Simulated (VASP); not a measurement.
SnO2, 3 atoms in the cell. It takes space group R3m (No. 160, trigonal). The conventional cell has a = 3.697 Å, b = 3.697 Å, c = 7.985 Å, α = 90.00°, β = 90.00°, γ = 120.00°. Within 2.5 Å of Sn (site symmetry 3m) lie 8 O at 1.88 to 2.27 Å. O (site symmetry 3m) has 4 Sn at 2.00 to 2.23 Å and 6 O at 2.46 to 2.58 Å within 2.7 Å. Within 2.6 Å of O (site symmetry 3m) lie 4 Sn at 1.88 to 2.27 Å and 6 O at 2.46 to 2.58 Å.  This cell differs from its parent crystal: strained and its atoms moved.

```yaml
Program: VASP 6.6.1
Task: single point
Functional: PBE
Potentials_or_basis: VASP PAW PBE potentials, release 64 (Sn_d, O)
Cutoff: 520 eV
k_mesh: 12 × 12 × 12
Occupations: gaussian, width 0.1 eV
Spin: no spin polarisation
Dipole_correction: no
Further_INCAR_settings: ALGO = Normal; EDIFF = 1e-06; NBANDS = 20
```

Potentials or basis: VASP PAW PBE potentials, release 64 (Sn_d, O).

The run is started by

```console
$ cat potpaw_PBE.64/Sn_d/POTCAR potpaw_PBE.64/O/POTCAR > POTCAR
$ mpirun -np 1 vasp_std > vasp.out
```

Hardware: 1 thread of AMD EPYC 7R13 Processor (Zen 3) (shared host).

Estimate the wall time of this run.

It took 90 s on 1 thread of AMD EPYC 7R13 Processor (Zen 3), with other jobs on the host, peak memory 0.21 GiB. Counts: scf iterations 14, k points 189.
